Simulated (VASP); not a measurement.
# Si (Fd-3m) in VASP: vibrations by perturbation theory with RPBE

Aim: the vibrations by perturbation theory of Si with RPBE.

All numbers are computed with VASP 6.6.1; they aren't measurements. Logs are shortened: lines on timing, memory, paths and dates and some standing lists are left out, and cuts for length are marked.

## 1. The cell of the first run

Symmetry: Fd-3m, No. 227, cubic system. Conventional cell: a = 5.502 Å, b = 5.502 Å, c = 5.502 Å, α = 90.00°, β = 90.00°, γ = 90.00°. Within 3.1 Å of Si (site symmetry -43m) lie 4 Si at 2.38 Å.

## 2. Vibrations by perturbation theory, RPBE

INCAR

```
SYSTEM = Si
PREC = Accurate ; ENCUT = 520
EDIFF = 1E-8 ; ISMEAR = 0
SIGMA = 0.01 ; LREAL = .FALSE.
LASPH = .TRUE. ; NELM = 80
ALGO = Normal ; ISIF = 2
LWAVE = .FALSE. ; LCHARG = .TRUE.
GGA = RP ; NBANDS = 11
IBRION = 8 ; NSW = 1
```

KPOINTS

```
regular mesh
0
G
  8 8 8
  0 0 0
```

POSCAR

```
Si
1.0
    0.0000000000      2.7509987262      2.7509987262
    2.7509987262      0.0000000000      2.7509987262
    2.7509987262      2.7509987262      0.0000000000
Si
2
Direct
    0.5000000000      0.5000000000      0.5000000000
    0.7500000000      0.7500000000      0.7500000000
```

Potentials or basis: VASP PAW PBE potentials, release 64 (Si).

Run with:

```console
cat potpaw_PBE.64/Si/POTCAR > POTCAR
mpirun -np 1 vasp_std > vasp.out
```

OUTCAR:

```text
SYSTEM = Si
   PREC = Accurate
   ENCUT = 520
   EDIFF = 1E-8
   ISMEAR = 0
   LREAL = .FALSE.
   LASPH = .TRUE.
   NELM = 80
   ISIF = 2
   GGA = RP
   IBRION = 8
   NSW = 1

 ion  position               nearest neighbor table
   1  0.500  0.500  0.500-   2 2.38   2 2.38   2 2.38   2 2.38
   2  0.750  0.750  0.750-   1 2.38   1 2.38   1 2.38   1 2.38

  LATTYP: Found a face centered cubic cell.
 ALAT       =     5.5019974524

  Lattice vectors:

 A1 = (   0.0000000000,   2.7509987262,   2.7509987262)
 A2 = (   2.7509987262,   0.0000000000,   2.7509987262)
 A3 = (   2.7509987262,   2.7509987262,   0.0000000000)

Analysis of symmetry for initial positions (statically):
=====================================================================
 Subroutine PRICEL returns:
 Original cell was already a primitive cell.

 Routine SETGRP: Setting up the symmetry group for a
 face centered cubic supercell.

 Subroutine GETGRP returns: Found 48 space group operations
 (whereof 24 operations were pure point group operations)
 out of a pool of 48 trial point group operations.

The static configuration has the point symmetry T_d .
 The point group associated with its full space group is O_h .

Analysis of symmetry for dynamics (positions and initial velocities):
=====================================================================
 Subroutine PRICEL returns:
 Original cell was already a primitive cell.

 Routine SETGRP: Setting up the symmetry group for a
 face centered cubic supercell.

 Subroutine GETGRP returns: Found 48 space group operations
 (whereof 24 operations were pure point group operations)
 out of a pool of 48 trial point group operations.

The dynamic configuration has the point symmetry T_d .
 The point group associated with its full space group is O_h .

 Subroutine INISYM returns: Found 48 space group operations
 (whereof 24 operations are pure point group operations),
 and found     1 'primitive' translations

----------------------------------------------------------------------------------------

                                     Primitive cell

  volume of cell :      41.6391

  direct lattice vectors                    reciprocal lattice vectors
     0.000000000  2.750998726  2.750998726    -0.181752174  0.181752174  0.181752174
     2.750998726  0.000000000  2.750998726     0.181752174 -0.181752174  0.181752174
     2.750998726  2.750998726  0.000000000     0.181752174  0.181752174 -0.181752174

  length of vectors
     3.890499709  3.890499709  3.890499709     0.314804000  0.314804000  0.314804000

  position of ions in fractional coordinates (direct lattice)
     0.500000000  0.500000000  0.500000000
     0.750000000  0.750000000  0.750000000

  ion indices of the primitive-cell ions
   primitive index   ion index
                 1           1
                 2           2

----------------------------------------------------------------------------------------

 KPOINTS: regular mesh

Automatic generation of k-mesh.
 Grid dimensions read from file:
 generate k-points for:    8    8    8

 Generating k-lattice:

  Cartesian coordinates                     Fractional coordinates (reciprocal lattice)
    -0.022719022  0.022719022  0.022719022     0.125000000  0.000000000  0.000000000
     0.022719022 -0.022719022  0.022719022     0.000000000  0.125000000  0.000000000
     0.022719022  0.022719022 -0.022719022     0.000000000  0.000000000  0.125000000

  Length of vectors
     0.039350500  0.039350500  0.039350500

  Shift w.r.t. Gamma in fractional coordinates (k-lattice)
     0.000000000  0.000000000  0.000000000

 Subroutine IBZKPT returns following result:
 ===========================================

 Found     29 irreducible k-points:

 Following reciprocal coordinates:
            Coordinates               Weight
  0.000000  0.000000  0.000000      1.000000
  0.125000  0.000000  0.000000      8.000000
  0.250000  0.000000  0.000000      8.000000
  0.375000  0.000000  0.000000      8.000000
  0.500000  0.000000  0.000000      4.000000
  0.125000  0.125000  0.000000      6.000000
[... 16 lines left out ...]
  0.500000  0.250000  0.125000     48.000000
 -0.375000  0.250000  0.125000     24.000000
 [... further k-points ...]
   k-points           NKPTS =     29   k-points in BZ     NKDIM =     29   number of bands    NBANDS=     11
   number of dos      NEDOS =    301   number of ions     NIONS =      2
   total plane-waves  NPLWV =  27000
   dimension x,y,z NGX =    30 NGY =   30 NGZ =   30
   dimension x,y,z NGXF=    60 NGYF=   60 NGZF=   60
   ions per type =               2
   NGX,Y,Z   is equivalent  to a cutoff of  12.82, 12.82, 12.82 a.u.
   NGXF,Y,Z  is equivalent  to a cutoff of  25.64, 25.64, 25.64 a.u.
 SYSTEM =  Si
   PREC   = accura    normal or accurate (medium, high low for compatibility)
   ISTART =      0    job   : 0-new  1-cont  2-samecut
   ICHARG =      2    charge: 1-file 2-atom 10-const
   ISPIN  =      1    spin polarized calculation?
   LNONCOLLINEAR =      F non collinear calculations
   LSORBIT =      F    spin-orbit coupling
   LASPH  =      T    aspherical Exc in radial PAW
   ENCUT  =  520.0 eV  38.22 Ry    6.18 a.u.   7.23  7.23  7.23*2*pi/ulx,y,z
   NELM   =     80;   NELMIN=  2; NELMDL= -5     # of ELM steps
   EDIFF  = 0.1E-07   stopping-criterion for ELM
   LREAL  =      F    real-space projection
   EDIFFG = 0.1E-06   stopping-criterion for IOM
   NSW    =      1    number of steps for IOM
   IBRION =      8    ionic relax: 0-MD 1-quasi-New 2-CG
   NFREE  =      0    steps in history (QN), initial steepest desc. (CG)
   ISIF   =      2    stress and relaxation
   ISYM   =      2    0-nonsym 1-usesym 2-fastsym
   POTIM  = 0.5000    time-step for ionic-motion
   TEBEG  =    0.0;   TEEND  =   0.0 temperature during run
   PSTRESS=    0.0 pullay stress
   NELECT =       8.0000    total number of electrons
   NUPDOWN=      -1.0000    fix difference up-down
   EMIN   =  10.00;   EMAX   =-10.00  energy-range for DOS
   EFERMI =   0.00;   METHOD = LEGACY
   ISMEAR =     0;   SIGMA  =   0.01  broadening in eV -4-tet -1-fermi 0-gaus
   EFERMI_NEDOS =   21; number of points for ismear=-14 and -15
   IALGO  =     38    algorithm
   IMIX   =      4    mixing-type and parameters
     AMIX     =   0.40;   BMIX     =  1.00
     AMIX_MAG =   1.60;   BMIX_MAG =  1.00
  volume/ion in A,a.u.               =      20.82       140.50
  Fermi-wavevector in a.u.,A,eV,Ry     =   0.944650  1.785130 12.141354  0.892364
  Thomas-Fermi vector in A             =   2.072476
   LORBIT       =      0    0 simple, 1 ext, 2 COOP (PROOUT), +10 PAW based schemes
   GGA     = RP    functional components
   LHFCALC =     F    Hartree Fock is set to
   AEXX    =    0.0000 exact exchange contribution
   IVDW    =     0    specifies the selected vdW correction
   LEPSILON=     F    determine dielectric tensor
   LRPA    =     F    only Hartree local field effects (RPA)
 non-spin polarized calculation
 Gauss-broadening in eV      SIGMA  =   0.01
  energy-cutoff  :      520.00
  volume of cell :       41.64
 maximum number of plane-waves:      1139
 NGX is ok and might be reduce to    30
   NGX = 15   NGY = 15   NGZ = 15

--------------------------------------- Ionic step        1  -------------------------------------------

 number of electron       8.0000001 magnetization

 Free energy of the ion-electron system (eV)
  ---------------------------------------------------
  ext. energy  EPLUGINS =         0.00000000
  ---------------------------------------------------
  free energy    TOTEN  =       -10.32202029 eV

  energy without entropy =      -10.32202029  energy(sigma->0) =      -10.32202029

 E-fermi :   5.5705     XC(G=0):  -9.1585

 val. band max:        5.5091642088   @ k =   0.0000   0.0000   0.0000
 cond. band min:       6.2467219403   @ k =   0.3750   0.3750   0.0000
 fundamental gap:      0.7375577315
 Fermi energy:         5.5705225658

 k-point     1 :       0.0000    0.0000    0.0000
  band No.  band energies     occupation
      1      -6.1600      2.00000
      2       5.5092      2.00000
      3       5.5092      2.00000
      4       5.5092      2.00000
      5       8.0627      0.00000
      6       8.0627      0.00000
      7       8.0627      0.00000
      8       8.5572      0.00000
      9      13.1546      0.00000
     10      13.1546      0.00000
     11      13.5348      0.00000
[... 309 lines left out ...]
 k-point    24 :      -0.3750    0.2500    0.1250
  band No.  band energies     occupation
      1      -3.4083      2.00000
      2      -1.1099      2.00000
      3       2.1935      2.00000
      4       3.4448      2.00000
      5       8.5352      0.00000
      6       8.7034      0.00000
      7      11.3159      0.00000
      8      12.5663      0.00000
      9      12.7759      0.00000
     10      15.9729      0.00000
     11      16.9816      0.00000

 [... further k-points ...]
[... 5 lines left out ...]
  --------------------------------------------------------------------------------------
  -------------------------------------------------------------------------------------
  Total       -0.0543985     -0.0543985     -0.0543985      0.0000000      0.0000000      0.0000000
  in kB       -2.0931296     -2.0931296     -2.0931296      0.0000000      0.0000000      0.0000000
  external PRESSURE =      -2.0931296 kB  Pullay stress =       0.0000000 kB

 VOLUME and BASIS-vectors are now :
 -----------------------------------------------------------------------------
  energy-cutoff  :      520.00
  volume of cell :       41.64
      direct lattice vectors                 reciprocal lattice vectors
     0.000000000  2.750998726  2.750998726    -0.181752174  0.181752174  0.181752174
     2.750998726  0.000000000  2.750998726     0.181752174 -0.181752174  0.181752174
     2.750998726  2.750998726  0.000000000     0.181752174  0.181752174 -0.181752174

 POSITION                                       TOTAL-FORCE (eV/Angst)
 -----------------------------------------------------------------------------------
      2.75100      2.75100      2.75100        -0.000000     -0.000000      0.000000
      4.12650      4.12650      4.12650         0.000000      0.000000      0.000000
 -----------------------------------------------------------------------------------
    total drift:                                0.000000     -0.000000     -0.000000

  FREE ENERGIE OF THE ION-ELECTRON SYSTEM (eV)
  ---------------------------------------------------
  free  energy   TOTEN  =       -10.3220202885 eV

  energy  without entropy=      -10.3220202885  energy(sigma->0) =      -10.32202029

[... ionic steps 2 to 3 ...]

--------------------------------------- Ionic step        4  -------------------------------------------

 Free energy of the ion-electron system (eV)
  ---------------------------------------------------
  ---------------------------------------------------
  free energy    TOTEN  =        -0.01721401 eV

  energy without entropy =       -0.01721401

------------------------ aborting loop because EDIFF is reached ----------------------------------------

 INTERNAL STRAIN TENSOR  FOR ION    1  DIRECTION 1   (eV/Angst):
 -----------------------------------------------------------------------------
    -0.01080  0.00000  0.00000
     0.00000  0.00650  8.22260
     0.00000  8.22260  0.00650

 INTERNAL STRAIN TENSOR FOR ION    2 for displacements in x,y,z  (eV/Angst):
          X           Y           Z          XY          YZ          ZX
  --------------------------------------------------------------------------------
  x     0.00000     0.00000     0.00000     0.00000    -8.22260     0.00000
  y     0.00000    -0.00000     0.00000     0.00000     0.00000    -8.22260
  z     0.00000     0.00000     0.00000    -8.22260     0.00000     0.00000

 SECOND DERIVATIVES (NOT SYMMETRIZED)
 ------------------------------------
               1X          1Y          1Z          2X          2Y          2Z
  1X   -12.799621    0.000000    0.000000   12.799621    0.000000    0.000000
  1Y     0.000000  -12.799621    0.000000    0.000000   12.799621    0.000000
  1Z     0.000000    0.000000  -12.799621    0.000000    0.000000   12.799621
  2X    12.799621    0.000000    0.000000  -12.799621    0.000000    0.000000
  2Y     0.000000   12.799621    0.000000    0.000000  -12.799621    0.000000
  2Z     0.000000    0.000000   12.799621    0.000000    0.000000  -12.799621

 Eigenvectors and eigenvalues of the dynamical matrix
 ----------------------------------------------------

   1 f  =   14.925438 THz    93.779290 2PiTHz  497.859008 cm-1    61.726622 meV
             X         Y         Z           dx          dy          dz
      2.750999  2.750999  2.750999     0.000000   -0.707107    0.000000
      4.126498  4.126498  4.126498     0.000000    0.707107    0.000000

   2 f  =   14.925438 THz    93.779290 2PiTHz  497.859008 cm-1    61.726622 meV
             X         Y         Z           dx          dy          dz
      2.750999  2.750999  2.750999    -0.707107    0.000000    0.000000
      4.126498  4.126498  4.126498     0.707107    0.000000    0.000000
[... 11 lines left out ...]
   5 f  =    0.000000 THz     0.000000 2PiTHz    0.000000 cm-1     0.000000 meV
             X         Y         Z           dx          dy          dz
      2.750999  2.750999  2.750999     0.000000    0.707107    0.000000
      4.126498  4.126498  4.126498     0.000000    0.707107    0.000000

   6 f  =    0.000000 THz     0.000000 2PiTHz    0.000000 cm-1     0.000000 meV
             X         Y         Z           dx          dy          dz
      2.750999  2.750999  2.750999     0.000000    0.000000    0.707107
      4.126498  4.126498  4.126498     0.000000    0.000000    0.707107

--------------------------------------------------------------------------------------------------------

 ELASTIC MODULI CONTR FROM IONIC RELAXATION (kBar)
 Direction    XX          YY          ZZ          XY          YZ          ZX
 --------------------------------------------------------------------------------
 XX          -0.0000      0.0000      0.0000      0.0000      0.0000      0.0000
 YY           0.0000     -0.0000      0.0000      0.0000      0.0000     -0.0000
 ZZ           0.0000      0.0000     -0.0000      0.0000      0.0000      0.0000
 XY           0.0000      0.0000      0.0000   -203.2500      0.0000      0.0000
 YZ           0.0000      0.0000      0.0000      0.0000   -203.2500      0.0000
 ZX           0.0000     -0.0000      0.0000      0.0000      0.0000   -203.2500
 --------------------------------------------------------------------------------
```

Run time: 1.7 min. Hardware: 1 thread of Intel Xeon 8259CL, shared host; peak memory 0.23 GiB.

Results:

```yaml
Highest_phonon_frequency_at_Γ: 498 cm⁻¹
```

Phonon frequencies in cm⁻¹ (negative: imaginary):
| q point | frequencies |
| --- | --- |
| (0.000, 0.000, 0.000) | 0 0 0 498 498 498 |

Caveat: the PAW data sets were made with another functional, which shifts forces and pressure a little.
